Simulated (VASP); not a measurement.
# Si8S in VASP: single point with PBE+D3(BJ)

Aim: the single point of Si8S with PBE+D3(BJ).

All numbers are computed with VASP 6.6.1; they aren't measurements. Logs are shortened: lines on timing, memory, paths and dates and some standing lists are left out, and cuts for length are marked.

### Step 1. The cell of the first run

The cell holds a slab with vacuum, 9 atoms: a = 3.816 Å, b = 6.313 Å, c = 21.232 Å, α = 90.00°, β = 90.00°, γ = 90.00°.

### Step 2. Single point, PBE+D3(BJ), collinear spin

INCAR

```
SYSTEM = Si8S
ALGO = Normal ; DIPOL = 0.5 0.5 0.313
EDIFF = 1E-6 ; ENCUT = 520
GGA = PE ; IDIPOL = 3
ISIF = 2 ; ISMEAR = 0
ISPIN = 2 ; IVDW = 12
LASPH = .True. ; LCHARG = .False.
LDIPOL = .True. ; LORBIT = 11
LREAL = .False. ; LWAVE = .False.
MAGMOM = 0 0 0 0 0 0 0 0 2 ; NBANDS = 33
NELM = 150 ; PREC = Accurate
SIGMA = 0.05
```

KPOINTS

```
k-points
0
Gamma
  7 4 1
  0 0 0
```

POSCAR

```
Si8S
1.0
    3.8155170197      0.0000000000      0.0000000000
    0.0000000000      6.3129357895      0.0000000000
    0.0000000000      0.0000000000     21.2318711397
Si S
8 1
Direct
    0.0000000000      0.9369021388      0.1883960191
    0.0000000000      0.5630978612      0.1883960191
    0.5000000000      0.4369021388      0.2402729771
    0.5000000000      0.0630978612      0.2402729771
    0.5000000000      0.9332664454      0.3446595292
    0.5000000000      0.5667335546      0.3446595292
    0.0000000000      0.4266292815      0.3877129380
    0.0000000000      0.0733707185      0.3877129380
    0.5000000000      0.7599626148      0.4913307485
```

Potentials or basis: VASP PAW PBE potentials, release 64 (Si, S).

Launch:

```console
$ cat potpaw_PBE.64/Si/POTCAR potpaw_PBE.64/S/POTCAR > POTCAR
$ mpirun -np 1 vasp_std > vasp.out
```

OUTCAR:

```text
SYSTEM = Si8S
   EDIFF = 1E-6
   ENCUT = 520
   GGA = PE
   ISIF = 2
   ISMEAR = 0
   ISPIN = 2
   IVDW = 12
   LASPH = .True.
   LORBIT = 11
   LREAL = .False.
   NELM = 150
   PREC = Accurate
 IVDW          = 12

 ion  position               nearest neighbor table
   1  0.000  0.937  0.188-   4 2.34   4 2.34   2 2.36
   2  0.000  0.563  0.188-   3 2.34   3 2.34   1 2.36
   3  0.500  0.437  0.240-   2 2.34   2 2.34   4 2.36   6 2.36
   4  0.500  0.063  0.240-   1 2.34   1 2.34   3 2.36   5 2.36
   5  0.500  0.933  0.345-   8 2.29   8 2.29   6 2.31   4 2.36
   6  0.500  0.567  0.345-   7 2.29   7 2.29   5 2.31   3 2.36
   7  0.000  0.427  0.388-   8 2.23   6 2.29   6 2.29
   8  0.000  0.073  0.388-   7 2.23   5 2.29   5 2.29
   9  0.500  0.760  0.491-

  LATTYP: Found a simple orthorhombic cell.
 ALAT       =     3.8155170197
 B/A-ratio  =     1.6545426889
 C/A-ratio  =     5.5646118285

  Lattice vectors:

 A1 = (   3.8155170197,   0.0000000000,   0.0000000000)
 A2 = (   0.0000000000,   6.3129357895,   0.0000000000)
 A3 = (   0.0000000000,   0.0000000000,  21.2318711397)

Analysis of symmetry for initial positions (statically):
=====================================================================
 Subroutine PRICEL returns:
 Original cell was already a primitive cell.

 Routine SETGRP: Setting up the symmetry group for a
 simple orthorhombic supercell.

 Subroutine GETGRP returns: Found  2 space group operations
 (whereof  2 operations were pure point group operations)
 out of a pool of  8 trial point group operations.

The static configuration has the point symmetry C_1h.

Analysis of symmetry for dynamics (positions and initial velocities):
=====================================================================
 Subroutine PRICEL returns:
 Original cell was already a primitive cell.

 Routine SETGRP: Setting up the symmetry group for a
 simple orthorhombic supercell.

 Subroutine GETGRP returns: Found  2 space group operations
 (whereof  2 operations were pure point group operations)
 out of a pool of  8 trial point group operations.

The dynamic configuration has the point symmetry C_1h.

Analysis of structural, dynamic, and magnetic symmetry:
=====================================================================
 Subroutine PRICEL returns:
 Original cell was already a primitive cell.

 Routine SETGRP: Setting up the symmetry group for a
 simple orthorhombic supercell.

 Subroutine GETGRP returns: Found  2 space group operations
 (whereof  2 operations were pure point group operations)
 out of a pool of  8 trial point group operations.

The overall configuration has the point symmetry C_1h.

 Subroutine INISYM returns: Found  2 space group operations
 (whereof  2 operations are pure point group operations),
 and found     1 'primitive' translations

----------------------------------------------------------------------------------------

                                     Primitive cell

  volume of cell :     511.4145

  direct lattice vectors                    reciprocal lattice vectors
     3.815517020  0.000000000  0.000000000     0.262087679  0.000000000  0.000000000
     0.000000000  6.312935790  0.000000000     0.000000000  0.158404906  0.000000000
     0.000000000  0.000000000 21.231871140     0.000000000  0.000000000  0.047099005

  length of vectors
     3.815517020  6.312935790 21.231871140     0.262087679  0.158404906  0.047099005

  position of ions in fractional coordinates (direct lattice)
     0.000000000  0.936902139  0.188396019
     0.000000000  0.563097861  0.188396019
     0.500000000  0.436902139  0.240272977
     0.500000000  0.063097861  0.240272977
     0.500000000  0.933266445  0.344659529
     0.500000000  0.566733555  0.344659529
     0.000000000  0.426629281  0.387712938
     0.000000000  0.073370719  0.387712938
     0.500000000  0.759962615  0.491330748

  ion indices of the primitive-cell ions
   primitive index   ion index
                 1           1
[... 56 lines left out ...]
   NGXF,Y,Z  is equivalent  to a cutoff of  24.40, 25.28, 25.06 a.u.
 SYSTEM =  Si8S
   PREC   = accura    normal or accurate (medium, high low for compatibility)
   ISTART =      0    job   : 0-new  1-cont  2-samecut
   ICHARG =      2    charge: 1-file 2-atom 10-const
   ISPIN  =      2    spin polarized calculation?
   LNONCOLLINEAR =      F non collinear calculations
   LSORBIT =      F    spin-orbit coupling
   LASPH  =      T    aspherical Exc in radial PAW
   ENCUT  =  520.0 eV  38.22 Ry    6.18 a.u.   7.09 11.74 39.48*2*pi/ulx,y,z
   NELM   =    150;   NELMIN=  2; NELMDL= -5     # of ELM steps
   EDIFF  = 0.1E-05   stopping-criterion for ELM
   LREAL  =      F    real-space projection
   EDIFFG = 0.1E-04   stopping-criterion for IOM
   NSW    =      0    number of steps for IOM
   IBRION =     -1    ionic relax: 0-MD 1-quasi-New 2-CG
   NFREE  =      0    steps in history (QN), initial steepest desc. (CG)
   ISIF   =      2    stress and relaxation
   ISYM   =      2    0-nonsym 1-usesym 2-fastsym
   POTIM  = 0.5000    time-step for ionic-motion
   TEBEG  =    0.0;   TEEND  =   0.0 temperature during run
   PSTRESS=    0.0 pullay stress
   NELECT =      38.0000    total number of electrons
   NUPDOWN=      -1.0000    fix difference up-down
   EMIN   =  10.00;   EMAX   =-10.00  energy-range for DOS
   EFERMI =   0.00;   METHOD = LEGACY
   ISMEAR =     0;   SIGMA  =   0.05  broadening in eV -4-tet -1-fermi 0-gaus
   EFERMI_NEDOS =   21; number of points for ismear=-14 and -15
   IALGO  =     38    algorithm
   IMIX   =      4    mixing-type and parameters
     AMIX     =   0.40;   BMIX     =  1.00
     AMIX_MAG =   1.60;   BMIX_MAG =  1.00
  volume/ion in A,a.u.               =      56.82       383.47
  Fermi-wavevector in a.u.,A,eV,Ry     =   0.688248  1.300600  6.444882  0.473685
  Thomas-Fermi vector in A             =   1.768994
   LORBIT       =     11    0 simple, 1 ext, 2 COOP (PROOUT), +10 PAW based schemes
   GGA     = PE    functional components
   LHFCALC =     F    Hartree Fock is set to
   AEXX    =    0.0000 exact exchange contribution
   IVDW    =    12    specifies the selected vdW correction
   LEPSILON=     F    determine dielectric tensor
   LRPA    =     F    only Hartree local field effects (RPA)
 spin polarized calculation
 Gauss-broadening in eV      SIGMA  =   0.05
  energy-cutoff  :      520.00
  volume of cell :      511.41
 maximum number of plane-waves:     13806
   NGX = 15   NGY = 23   NGZ = 79

 number of electron      38.0000001 magnetization       1.3764309

 dipolmoment           0.000000      0.000000      0.203765 electrons x Angstroem

 Free energy of the ion-electron system (eV)
  ---------------------------------------------------
  ext. energy  EPLUGINS =         0.00000000
  ---------------------------------------------------
  free energy    TOTEN  =       -41.58038617 eV

  energy without entropy =      -41.56938109  energy(sigma->0) =      -41.57488363

 E-fermi :  -1.5370     XC(G=0):  -4.1137

 val. band max:       -1.5383345657   @ k =   0.1429   0.2500   0.0000
 cond. band min:      -1.5347294199   @ k =   0.2857   0.2500   0.0000
 fundamental gap:      0.0036051458
 Fermi energy:        -1.5369987802

 spin component 1

 k-point     1 :       0.0000    0.0000    0.0000
  band No.  band energies     occupation
      1     -13.4582      1.00000
      2     -12.9212      1.00000
      3     -11.8687      1.00000
      4     -10.8651      1.00000
      5      -9.4626      1.00000
      6      -8.9052      1.00000
[... 397 lines left out ...]
     30       3.4486      0.00000
     31       3.5102      0.00000
 Fermi energy:        -1.5369987802

 spin component 2

 k-point     1 :       0.0000    0.0000    0.0000
  band No.  band energies     occupation
      1     -13.2802      1.00000
      2     -12.1385      1.00000
      3     -11.6273      1.00000
      4     -10.8517      1.00000
      5      -9.4545      1.00000
      6      -8.8627      1.00000
[... 397 lines left out ...]
     30       3.4806      0.00000
     31       3.5335      0.00000
 [bands above 31 left out]

------------------------ aborting loop because EDIFF is reached ----------------------------------------

 vacuum level on the upper side and lower side of the slab       (xc-potential included)         0.748        -0.745

 Edisp (eV)   -2.36305

 E8    (eV) :    -1.0137

  FORCE on cell =-STRESS in cart. coord.  units (eV):
  Direction    XX          YY          ZZ          XY          YZ          ZX
  --------------------------------------------------------------------------------------
  -------------------------------------------------------------------------------------
  Total      -0.00039    -2.17461    -3.34040     0.00000     0.14944     0.00000
  in kB      -0.00123    -6.81271   -10.46494     0.00000     0.46818     0.00000
  external pressure =       -5.76 kB  Pullay stress =        0.00 kB

 VOLUME and BASIS-vectors are now :
 -----------------------------------------------------------------------------
  energy-cutoff  :      520.00
  volume of cell :      511.41
      direct lattice vectors                 reciprocal lattice vectors
     3.815517020  0.000000000  0.000000000     0.262087679  0.000000000  0.000000000
     0.000000000  6.312935790  0.000000000     0.000000000  0.158404906  0.000000000
     0.000000000  0.000000000 21.231871140     0.000000000  0.000000000  0.047099005

 POSITION                                       TOTAL-FORCE (eV/Angst)
 -----------------------------------------------------------------------------------
      0.00000      5.91460      4.00000         0.000000     -0.659725      0.621943
      0.00000      3.55480      4.00000         0.000000      0.655372      0.609607
      1.90776      2.75814      5.10144         0.000000     -0.052790     -0.736629
      1.90776      0.39833      5.10144         0.000000      0.051860     -0.746977
      1.90776      5.89165      7.31777         0.000000     -0.082331      0.165938
      1.90776      3.57775      7.31777         0.000000      0.064007      0.165315
      0.00000      2.69328      8.23187         0.000000      0.807738      0.479306
      0.00000      0.46318      8.23187         0.000000     -0.834826      0.550228
      1.90776      4.79760     10.43187         0.000000      0.050695     -1.108731
 -----------------------------------------------------------------------------------
    total drift:                               -0.000000      0.000041     -0.000248

  FREE ENERGIE OF THE ION-ELECTRON SYSTEM (eV)
  ---------------------------------------------------
  free  energy   TOTEN  =       -43.9434341311 eV

  energy  without entropy=      -43.9324290440  energy(sigma->0) =      -43.93793159

 vacuum level on the upper side and lower side of the slab         4.668         3.138

 total charge

# of ion       s       p       d       tot
------------------------------------------
    1        0.793   0.848   0.000   1.641
    2        0.793   0.848   0.000   1.641
    3        0.764   0.911   0.000   1.675
    4        0.764   0.911   0.000   1.675
    5        0.762   0.927   0.000   1.690
    6        0.762   0.928   0.000   1.690
    7        0.787   0.882   0.000   1.670
    8        0.786   0.880   0.000   1.666
    9        1.392   2.119   0.000   3.512
--------------------------------------------------
tot          7.604   9.255   0.000  16.860

 magnetization (x)

# of ion       s       p       d       tot
------------------------------------------
    1       -0.002   0.004   0.000   0.001
    2       -0.002   0.005   0.000   0.003
    3       -0.000   0.002   0.000   0.002
    4       -0.001   0.003   0.000   0.003
    5       -0.000   0.005   0.000   0.005
    6       -0.000   0.004   0.000   0.004
    7        0.005   0.023   0.000   0.027
    8        0.004   0.015   0.000   0.019
    9        0.018   0.711   0.000   0.730
--------------------------------------------------
tot          0.021   0.772   0.000   0.793
```

Wall time 24 min (1 thread of Intel Xeon 8259CL, shared host); peak memory 0.83 GiB.

What came out:

```yaml
Free_energy: -43.9434 eV
Largest_force: 1.110 eV/Å
Net_moment: 1.38 μB per cell
Site_moments: Si +0.00, +0.01, +0.03, +0.02 (each value once); S +0.73 μB
Valence_electrons_inside_the_program's_atomic_spheres: Si 1.64, 1.68, 1.69, 1.67 (each value once); S 3.51
Dispersion_energy_per_atom: -0.263 eV
```

Forces on the atoms (eV/Å):
```
Si   0.000 -0.660  0.622
Si   0.000  0.655  0.610
Si   0.000 -0.053 -0.737
Si   0.000  0.052 -0.747
Si   0.000 -0.082  0.166
Si   0.000  0.064  0.165
Si   0.000  0.808  0.479
Si   0.000 -0.835  0.550
S    0.000  0.051 -1.109
```

Levels at points of the mesh, in eV from the Fermi level:
Spin up:
```csv
k point,band 17,band 18,band 19,band 20,band 21,band 22,band 23,band 24
"(0.00, 0.00, 0.00)",-0.54,-0.45,-0.12,0.30,0.41,1.19,1.72,2.39
"(0.00, 0.50, 0.00)",-1.09,-0.65,-0.48,-0.38,0.79,1.34,1.90,2.01
```
Spin down:
```csv
k point,band 14,band 15,band 16,band 17,band 18,band 19,band 20,band 21,band 22,band 23
"(0.00, 0.00, 0.00)",-1.06,-0.92,-0.87,-0.11,0.07,0.48,0.56,0.83,1.20,1.74
"(0.00, 0.50, 0.00)",-1.55,-1.11,-1.09,-1.06,-0.15,0.05,0.85,0.90,1.41,1.94
```
